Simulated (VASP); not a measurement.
ZnS:

```
Zn S
1.0
     0.00000    2.75499    2.75499
     2.75499    0.00000    2.75499
     2.75499    2.75499    0.00000
Zn S
1 1
Direct
  0.75000 0.75000 0.75000
  0.00000 0.00000 0.00000
```

Program: VASP 6.6.1. Alike in all runs: task single point; potentials or basis VASP PAW PBE potentials, release 64 (Zn, S); cell as given; cutoff (eV) 520.

**Question.** Order these runs on this cell by their band gap on the k mesh, lowest first.
A. level r2SCAN+D3(BJ); spin off; k mesh 9 × 9 × 9; smearing fermi-dirac 0.05 eV
B. level PBE; spin collinear; k mesh 9 × 9 × 9; smearing tetrahedron
C. level PBE-based screened hybrid with 25 % exact exchange; spin off; k mesh 5 × 5 × 5; smearing fermi-dirac 0.05 eV; grid for exact exchange (PRECFOCK) Normal; share of exact exchange 0.25; screening parameter 0.3 1/Å

**Answer.** B (1.86 eV), A (2.41 eV), C (2.85 eV).

Caveats: the cell stands under tension (at least some runs).
